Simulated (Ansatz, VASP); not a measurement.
**ZrCl5: VASP beside Ansatz**

INCAR

```
SYSTEM = ZrCl5
PREC = Accurate ; ENCUT = 600
EDIFF = 1E-6 ; ISMEAR = 0
SIGMA = 0.1 ; LREAL = .FALSE.
LASPH = .TRUE. ; NELM = 60
ALGO = Normal ; ISIF = 3
LWAVE = .FALSE. ; LCHARG = .FALSE.
GGA = PE ; IBRION = 2
NSW = 90 ; EDIFFG = -0.04
```

Contents of KPOINTS:

```
Automatic mesh
0
G
  6 6 2
  0 0 0
```

POSCAR

```
ZrCl5
1.0
    5.0438374200      0.0000000000      0.0000000000
   -2.5219187100      4.3680913400      0.0000000000
    0.0000000000      0.0000000000      8.8519119500
Zr Cl
1 5
Direct
    0.0000000000      0.0000000000      0.5000000000
    0.3333333300      0.6666666700      0.0000000000
    0.6666666700      0.3333333300      0.0000000000
    0.3333333300      0.6666666700      0.5000000000
    0.6666666700      0.3333333300      0.5000000000
    0.0000000000      0.0000000000      0.0000000000
```

Input for Ansatz:

```yaml
crystal:
  lattice:
    - [5.04383742, 0.0, 0.0]
    - [-2.52191871, 4.36809134, 0.0]
    - [0.0, 0.0, 8.85191195]
  atoms:
    - { symbol: Zr, position: [0.0, 0.0, 0.5] }
    - { symbol: Cl, position: [0.33333333, 0.66666667, 0.0] }
    - { symbol: Cl, position: [0.66666667, 0.33333333, 0.0] }
    - { symbol: Cl, position: [0.33333333, 0.66666667, 0.5] }
    - { symbol: Cl, position: [0.66666667, 0.33333333, 0.5] }
    - { symbol: Cl, position: [0.0, 0.0, 0.0] }
basis:
  ecutwfc: 420
kpoints:
  mp_grid: { grid: [6, 6, 2] }
hamiltonian:
  xc: pbe
scf:
  occupations: { method: gaussian, width: 0.1 }
  lower_state_search: "off"
output:
  forces: true
  stress: true
  eigenvalues: true
relax:
  adjacent_minimum: "off"
  f_tol: 0.04
  max_steps: 70
  cell: { stress_tol: 0.4 }
```

Alike in both runs: task relaxation of cell and atoms; functional PBE; k mesh 6 × 6 × 2; occupations gaussian, width 0.1 eV; no spin polarisation.

|  | VASP | Ansatz |
| --- | --- | --- |
| version | VASP 6.6.1 | Ansatz 0.2.0 |
| potentials or method | VASP PAW PBE potentials, release 64 (Zr_sv, Cl), cutoff 600 eV | scalar-relativistic, plane waves, PAW |
| valence electrons in the cell | 47 | 47 |

|  | VASP | Ansatz | Ansatz less VASP |
| --- | --- | --- | --- |
| gap on the k mesh at the Fermi level, each at its own relaxed structure (eV) | none | none | - |
| relaxed volume (Å³/atom) | 21.69 | 21.69 | +0.002 |
| relaxed length of the cell vector where the two differ most in proportion (Å) | 6.225 | 6.224 | -0.0016 |

A gap of «none» marks a metal or a gap that the smearing closes.

Noted on VASP's run: the volume moved by over 15 % at a fixed basis, so the end points are rough.
